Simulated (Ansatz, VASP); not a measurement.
Two plane-wave programs on Cd4Se3S

```xyz
8
Lattice="-3.0643 3.0643 6.1253 3.0643 -3.0643 6.1253 3.0643 3.0643 -6.1253" Properties=species:S:1:pos:R:3 pbc="T T T"
Cd   -1.4869    1.4869    7.6198
Cd    1.5774    1.5774   -1.4945
Cd    1.4869   -1.4869    7.6198
Cd    1.4869    1.4869    4.6307
Se    3.0643    0.0000    3.0626
Se    0.0000    3.0643    3.0626
Se    0.0000    0.0000    0.0000
S     0.0000    0.0000    6.1253
```

Alike in both runs: functional PBE; k mesh 8 × 8 × 8; occupations gaussian, width 0.02 eV; no spin polarisation.

Ansatz relaxed the structure, and its values are those at the end. VASP's run is a single point on that final structure, the one shown.

```csv
,VASP,Ansatz
version,VASP 6.6.1,Ansatz 0.2.0
potentials or method,"VASP PAW PBE potentials, release 64 (Cd, Se, S), cutoff 520 eV","scalar-relativistic, plane waves, PAW"
valence electrons in the cell,72,134
```

```csv
,VASP,Ansatz,Ansatz less VASP
gap on the k mesh at the Fermi level (eV),0.61,0.61,+0.001
least direct gap on the mesh (eV),0.61,0.61,+0.001
pressure (GPa),0.3,0.0,-0.26
```

VASP's potentials hold 72 valence electrons a cell and Ansatz's 134, so a difference there can come from the potentials and not from the codes.
